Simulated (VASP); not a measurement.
# GaN in VASP: a series of runs

The runs below take GaN through single point, with PBE.

Program: VASP 6.6.1. These are calculated values, not measurements. Logs are shortened: lines on timing, memory, paths and dates and some standing lists are left out, and cuts for length are marked.

## (1) The cell of the first run

Symmetry: P6_3mc, No. 186, hexagonal system. The conventional cell has a = 3.219 Å, b = 3.219 Å, c = 5.243 Å, α = 90.00°, β = 90.00°, γ = 120.00°. Ga (site symmetry 3m) has 4 N at 1.88 to 2.00 Å within 2.5 Å. N (site symmetry 3m) has 4 Ga at 1.88 to 2.00 Å within 2.5 Å.

## (2) Single point, PBE (mode 11 frozen in at +0.000 Å and mode 13 at -0.078 Å (largest displacements))

The input, INCAR:

```
ALGO = Normal
EDIFF = 1E-7
ENCUT = 520
GGA = PE
ISIF = 2
ISMEAR = 0
LASPH = True
LCHARG = False
LREAL = False
LWAVE = False
NBANDS = 46
NELM = 80
PREC = Accurate
SIGMA = 0.05
```

The input, KPOINTS:

```
k-points
0
Gamma
  8 6 6
```

The input, POSCAR:

```
GaN
1.0
   -3.2185392732      0.0000000000      0.0000000000
    0.0000000000      0.0000000000     -5.2433778863
    0.0000000001     -5.5746735474      0.0000000000
Ga N
4 4
Direct
    0.5000000000     -0.0021404596      0.1666688863
    0.0000000000     -0.0021404596      0.6666688863
    0.0000000000      0.4978595404      0.3333311137
    0.5000000000      0.4978595404      0.8333311137
    0.5000000000      0.6390888266      0.1666807346
    0.0000000000      0.6390888266      0.6666807346
    0.0000000000      0.1390888266      0.3333192654
    0.5000000000      0.1390888266      0.8333192654
```

Potentials or basis: VASP PAW PBE potentials, release 64 (Ga_d, N).

Command:

```sh
$ cat potpaw_PBE.64/Ga_d/POTCAR potpaw_PBE.64/N/POTCAR > POTCAR
$ mpirun -np 1 vasp_std > vasp.out
```

OUTCAR:

```text
EDIFF = 1E-7
   ENCUT = 520
   GGA = PE
   ISIF = 2
   ISMEAR = 0
   LASPH = True
   LREAL = False
   NELM = 80
   PREC = Accurate

 ion  position               nearest neighbor table
   1  0.500  0.998  0.167-   5 1.88   7 2.00   7 2.00   8 2.00
   2  0.000  0.998  0.667-   6 1.88   8 2.00   8 2.00   7 2.00
   3  0.000  0.498  0.333-   7 1.88   5 2.00   5 2.00   6 2.00
   4  0.500  0.498  0.833-   8 1.88   6 2.00   6 2.00   5 2.00
   5  0.500  0.639  0.167-   1 1.88   3 2.00   3 2.00   4 2.00
   6  0.000  0.639  0.667-   2 1.88   4 2.00   4 2.00   3 2.00
   7  0.000  0.139  0.333-   3 1.88   1 2.00   1 2.00   2 2.00
   8  0.500  0.139  0.833-   4 1.88   2 2.00   2 2.00   1 2.00

  LATTYP: Found a simple orthorhombic cell.
 ALAT       =     3.2185392732
 B/A-ratio  =     1.6291172613
 C/A-ratio  =     1.7320508076

  Lattice vectors:

 A1 = (  -3.2185392732,   0.0000000000,   0.0000000000)
 A2 = (   0.0000000000,   0.0000000000,  -5.2433778863)
 A3 = (   0.0000000001,  -5.5746735474,   0.0000000000)

Analysis of symmetry for initial positions (statically):
=====================================================================
 Subroutine PRICEL returns following result:

  LATTYP: Found a hexagonal cell.
 ALAT       =     3.2185392732
 C/A-ratio  =     1.6291172613

  Lattice vectors:

 A1 = (  -1.6092696365,  -2.7873367737,   0.0000000000)
 A2 = (  -1.6092696366,   2.7873367737,   0.0000000000)
 A3 = (   0.0000000000,   0.0000000000,  -5.2433778863)

   2 primitive cells build up your supercell.

 Routine SETGRP: Setting up the symmetry group for a
 simple orthorhombic supercell.

 Subroutine GETGRP returns: Found  4 space group operations
 (whereof  2 operations were pure point group operations)
 out of a pool of  8 trial point group operations.

The static configuration has the point symmetry C_1h.
 The point group associated with its full space group is C_2v.

Analysis of symmetry for dynamics (positions and initial velocities):
=====================================================================
 Subroutine PRICEL returns following result:

  LATTYP: Found a hexagonal cell.
 ALAT       =     3.2185392732
 C/A-ratio  =     1.6291172613

  Lattice vectors:

 A1 = (  -1.6092696365,  -2.7873367737,   0.0000000000)
 A2 = (  -1.6092696366,   2.7873367737,   0.0000000000)
 A3 = (   0.0000000000,   0.0000000000,  -5.2433778863)

   2 primitive cells build up your supercell.

 Routine SETGRP: Setting up the symmetry group for a
 simple orthorhombic supercell.

 Subroutine GETGRP returns: Found  4 space group operations
 (whereof  2 operations were pure point group operations)
 out of a pool of  8 trial point group operations.

The dynamic configuration has the point symmetry C_1h.
 The point group associated with its full space group is C_2v.

 Subroutine INISYM returns: Found  4 space group operations
 (whereof  2 operations are pure point group operations),
 and found     2 'primitive' translations

----------------------------------------------------------------------------------------

                                     Primitive cell

  volume of cell :      47.0391

  direct lattice vectors                    reciprocal lattice vectors
    -1.609269637 -2.787336774  0.000000000    -0.310699953 -0.179382701  0.000000000
    -1.609269637  2.787336774  0.000000000    -0.310699953  0.179382701  0.000000000
     0.000000000  0.000000000 -5.243377886     0.000000000  0.000000000 -0.190716752

  length of vectors
     3.218539273  3.218539273  5.243377886     0.358765403  0.358765403  0.190716752

  position of ions in fractional coordinates (direct lattice)
     0.666668886  0.333331114  0.997859540
     0.333331114  0.666668886  0.497859540
     0.666680735  0.333319265  0.639088827
     0.333319265  0.666680735  0.139088827

  ion indices of the primitive-cell ions
   primitive index   ion index
                 1           1
                 2           4
                 3           5
                 4           8

----------------------------------------------------------------------------------------

 KPOINTS: k-points

Automatic generation of k-mesh.
 Grid dimensions read from file:
 generate k-points for:    8    6    6

 Generating k-lattice:

  Cartesian coordinates                     Fractional coordinates (reciprocal lattice)
    -0.038837494 -0.000000000  0.000000000     0.125000000  0.000000000  0.000000000
     0.000000000  0.000000000 -0.031786125     0.000000000  0.166666667  0.000000000
     0.000000000 -0.029897117  0.000000000     0.000000000  0.000000000  0.166666667

  Length of vectors
     0.038837494  0.031786125  0.029897117

  Shift w.r.t. Gamma in fractional coordinates (k-lattice)
     0.000000000  0.000000000  0.000000000

 Subroutine IBZKPT returns following result:
 ===========================================

 Found     80 irreducible k-points:

 Following reciprocal coordinates:
            Coordinates               Weight
  0.000000  0.000000  0.000000      1.000000
  0.125000  0.000000  0.000000      2.000000
  0.250000  0.000000  0.000000      2.000000
  0.375000  0.000000 -0.000000      2.000000
  0.500000  0.000000  0.000000      1.000000
  0.000000  0.166667  0.000000      2.000000
[... 16 lines left out ...]
  0.250000  0.000000  0.166667      4.000000
  0.375000  0.000000  0.166667      4.000000
 [... further k-points ...]
   k-points           NKPTS =     80   k-points in BZ     NKDIM =     80   number of bands    NBANDS=     46
   number of dos      NEDOS =    301   number of ions     NIONS =      8
   total plane-waves  NPLWV =  40320
   dimension x,y,z NGX =    24 NGY =   40 NGZ =   42
   dimension x,y,z NGXF=    48 NGYF=   80 NGZF=   84
   ions per type =               4   4
   NGX,Y,Z   is equivalent  to a cutoff of  12.40, 12.68, 12.53 a.u.
   NGXF,Y,Z  is equivalent  to a cutoff of  24.79, 25.36, 25.05 a.u.
 SYSTEM =  unknown system
   PREC   = accura    normal or accurate (medium, high low for compatibility)
   ISTART =      0    job   : 0-new  1-cont  2-samecut
   ICHARG =      2    charge: 1-file 2-atom 10-const
   ISPIN  =      1    spin polarized calculation?
   LNONCOLLINEAR =      F non collinear calculations
   LSORBIT =      F    spin-orbit coupling
   LASPH  =      T    aspherical Exc in radial PAW
   ENCUT  =  520.0 eV  38.22 Ry    6.18 a.u.   5.98  9.75 10.37*2*pi/ulx,y,z
   NELM   =     80;   NELMIN=  2; NELMDL= -5     # of ELM steps
   EDIFF  = 0.1E-06   stopping-criterion for ELM
   LREAL  =      F    real-space projection
   EDIFFG = 0.1E-05   stopping-criterion for IOM
   NSW    =      0    number of steps for IOM
   IBRION =     -1    ionic relax: 0-MD 1-quasi-New 2-CG
   NFREE  =      0    steps in history (QN), initial steepest desc. (CG)
   ISIF   =      2    stress and relaxation
   ISYM   =      2    0-nonsym 1-usesym 2-fastsym
   POTIM  = 0.5000    time-step for ionic-motion
   TEBEG  =    0.0;   TEEND  =   0.0 temperature during run
   PSTRESS=    0.0 pullay stress
   NELECT =      72.0000    total number of electrons
   NUPDOWN=      -1.0000    fix difference up-down
   EMIN   =  10.00;   EMAX   =-10.00  energy-range for DOS
   EFERMI =   0.00;   METHOD = LEGACY
   ISMEAR =     0;   SIGMA  =   0.05  broadening in eV -4-tet -1-fermi 0-gaus
   EFERMI_NEDOS =   21; number of points for ismear=-14 and -15
   IALGO  =     38    algorithm
   IMIX   =      4    mixing-type and parameters
     AMIX     =   0.40;   BMIX     =  1.00
     AMIX_MAG =   1.60;   BMIX_MAG =  1.00
  volume/ion in A,a.u.               =      11.76        79.36
  Fermi-wavevector in a.u.,A,eV,Ry     =   1.497462  2.829793 30.509608  2.242393
  Thomas-Fermi vector in A             =   2.609347
   LORBIT       =      0    0 simple, 1 ext, 2 COOP (PROOUT), +10 PAW based schemes
   GGA     = PE    functional components
   LHFCALC =     F    Hartree Fock is set to
   AEXX    =    0.0000 exact exchange contribution
   IVDW    =     0    specifies the selected vdW correction
   LEPSILON=     F    determine dielectric tensor
   LRPA    =     F    only Hartree local field effects (RPA)
 non-spin polarized calculation
 Gauss-broadening in eV      SIGMA  =   0.05
  energy-cutoff  :      520.00
  volume of cell :       94.08
 maximum number of plane-waves:      2568
 NGX is ok and might be reduce to    24
   NGX = 11   NGY = 19   NGZ = 21

 number of electron      71.9999986 magnetization

 Free energy of the ion-electron system (eV)
  ---------------------------------------------------
  ext. energy  EPLUGINS =         0.00000000
  ---------------------------------------------------
  free energy    TOTEN  =       -48.43317846 eV

  energy without entropy =      -48.43317846  energy(sigma->0) =      -48.43317846

 E-fermi :   5.3225     XC(G=0): -11.5166

 val. band max:        5.1052797020   @ k =   0.0000   0.0000   0.0000
 cond. band min:       6.7044476203   @ k =   0.0000   0.0000   0.0000
 fundamental gap:      1.5991679184
 Fermi energy:         5.3224847661

 k-point     1 :       0.0000    0.0000    0.0000
  band No.  band energies     occupation
      1     -10.7577      2.00000
      2      -9.9537      2.00000
      3      -9.8898      2.00000
      4      -9.7832      2.00000
      5      -8.4443      2.00000
      6      -8.4006      2.00000
[... 38 lines left out ...]
     45      14.7431      0.00000
     46      14.7526      0.00000

 k-point     2 :       0.1250    0.0000    0.0000
  band No.  band energies     occupation
      1     -10.6549      2.00000
      2      -9.9260      2.00000
      3      -9.8707      2.00000
      4      -9.7870      2.00000
      5      -8.4337      2.00000
      6      -8.3879      2.00000
[... 38 lines left out ...]
     45      14.5416      0.00000
     46      15.0196      0.00000

 k-point     3 :       0.2500    0.0000    0.0000
  band No.  band energies     occupation
      1     -10.3981      2.00000
      2      -9.8655      2.00000
      3      -9.8307      2.00000
      4      -9.8036      2.00000
      5      -8.4176      2.00000
      6      -8.4043      2.00000
[... 1018 lines left out ...]
     45      14.5170      0.00000
     46      15.0649      0.00000

 k-point    24 :       0.3750    0.0000    0.1667
  band No.  band energies     occupation
      1     -10.1051      2.00000
      2      -9.8766      2.00000
      3      -9.7993      2.00000
      4      -9.7970      2.00000
      5      -8.4138      2.00000
      6      -8.3696      2.00000
[... 38 lines left out ...]
     45      14.5100      0.00000
     46      14.6726      0.00000

 [... further k-points ...]
[... 5 lines left out ...]
  --------------------------------------------------------------------------------------
  -------------------------------------------------------------------------------------
  Total       -1.5349482     -1.5415354      4.5932575      0.0000000      0.0000000      0.0000000
  in kB      -26.1405600    -26.2527419     78.2243509      0.0000000      0.0000000      0.0000000
  external PRESSURE =       8.6103496 kB  Pullay stress =       0.0000000 kB

 VOLUME and BASIS-vectors are now :
 -----------------------------------------------------------------------------
  energy-cutoff  :      520.00
  volume of cell :       94.08
      direct lattice vectors                 reciprocal lattice vectors
    -3.218539273  0.000000000  0.000000000    -0.310699953 -0.000000000  0.000000000
     0.000000000  0.000000000 -5.243377886     0.000000000  0.000000000 -0.190716752
     0.000000000 -5.574673547  0.000000000     0.000000000 -0.179382701  0.000000000

 POSITION                                       TOTAL-FORCE (eV/Angst)
 -----------------------------------------------------------------------------------
     -1.60927     -0.92912     -5.23215        -0.000000      0.000442     -1.277761
      0.00000     -3.71646     -5.23215        -0.000000      0.000442     -1.277761
      0.00000     -1.85821     -2.61047         0.000000     -0.000442     -1.277761
     -1.60927     -4.64555     -2.61047         0.000000     -0.000442     -1.277761
     -1.60927     -0.92919     -3.35098        -0.000000      0.000806      1.277761
      0.00000     -3.71653     -3.35098        -0.000000      0.000806      1.277761
      0.00000     -1.85815     -0.72930         0.000000     -0.000806      1.277761
     -1.60927     -4.64548     -0.72930         0.000000     -0.000806      1.277761
 -----------------------------------------------------------------------------------
    total drift:                               -0.000000      0.000034      0.000530

  FREE ENERGIE OF THE ION-ELECTRON SYSTEM (eV)
  ---------------------------------------------------
  free  energy   TOTEN  =       -48.4331784573 eV

  energy  without entropy=      -48.4331784573  energy(sigma->0) =      -48.43317846
```

It took 11 min on 1 thread of Oxide Virtual Turin-like, shared host; peak memory 0.33 GiB.

What came out:

```
Free energy            : -48.4332 eV
Pressure               : 0.9 GPa
Largest force          : 1.278 eV/Å
Band gap on the k mesh : 1.60 eV
```

Forces in eV/Å, atoms in the order of the input:
```
Ga   0.000  0.000 -1.278
Ga   0.000  0.000 -1.278
Ga   0.000  0.000 -1.278
Ga   0.000  0.000 -1.278
N    0.000  0.001  1.278
N    0.000  0.001  1.278
N    0.000 -0.001  1.278
N    0.000 -0.001  1.278
```

Levels at points of the mesh, in eV from the valence-band top:
| k point | band 33 | band 34 | band 35 | band 36 | band 37 | band 38 | band 39 | band 40 |
| --- | --- | --- | --- | --- | --- | --- | --- | --- |
| (0.00, 0.00, 0.00) | -0.82 | -0.37 | 0.00 | 0.00 | 1.60 | 4.15 | 4.95 | 5.28 |
| (0.50, 0.00, 0.00) | -2.20 | -2.20 | -1.85 | -1.85 | 5.27 | 5.27 | 6.33 | 6.33 |
| (0.00, 0.50, 0.00) | -0.56 | -0.56 | -0.56 | -0.56 | 3.96 | 3.96 | 4.11 | 4.11 |
| (0.50, 0.50, 0.00) | -1.82 | -1.82 | -1.82 | -1.82 | 5.55 | 5.55 | 5.55 | 5.55 |
| (0.00, 0.00, 0.50) | -1.03 | -1.03 | -0.40 | -0.40 | 4.03 | 4.03 | 5.77 | 5.77 |
| (0.50, 0.00, 0.50) | -2.51 | -2.51 | -0.82 | -0.82 | 4.95 | 4.95 | 5.28 | 5.28 |
| (0.00, 0.50, 0.50) | -1.24 | -1.24 | -1.24 | -1.24 | 4.93 | 4.93 | 4.93 | 4.93 |
| (0.50, 0.50, 0.50) | -1.83 | -1.83 | -1.83 | -1.83 | 4.11 | 4.11 | 4.11 | 4.11 |

Caveat: the cell differs from its parent crystal (mode 11 frozen in at +0.000 Å and mode 13 at -0.078 Å (largest displacements)); forces of over 1 eV/Å act on the atoms, so gaps and moduli don't describe the material at rest.

[end of part 1 of 2]
